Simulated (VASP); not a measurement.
A run of VASP 6.6.1:

File INCAR:

```
ALGO = Normal ; EDIFF = 1E-7
ENCUT = 520 ; GGA = PS
ISIF = 2 ; ISMEAR = 0
LASPH = T ; LCHARG = F
LREAL = F ; LWAVE = F
NBANDS = 12 ; NELM = 80
PREC = Accurate ; SIGMA = 0.05
```

File KPOINTS:

```
k-points
0
Gamma
  10 10 10
```

The input POSCAR:

```
LiF
1.0
    0.0000000000      2.0140000000      2.0140000000
    1.7874250000      0.0000000000      2.0140000000
    1.7874250000      2.0140000000      0.0000000000
Li F
1 1
Direct
    0.0000000000      0.0000000000      0.0000000000
    0.5000000000      0.5000000000      0.5000000000
```

Potentials or basis: VASP PAW PBE potentials, release 64 (Li_sv, F).

Command:

```sh
$ cat potpaw_PBE.64/Li_sv/POTCAR potpaw_PBE.64/F/POTCAR > POTCAR
$ mpirun -np 1 vasp_std > vasp.out
```

Hardware: 1 thread of Intel Xeon 6975P-C, on a shared host.

Estimate the wall time of this run.

Run time: 12 s on 1 thread of Intel Xeon 6975P-C, with other jobs on the host, peak memory 0.13 GiB. Counts: scf iterations 13, k points 102.
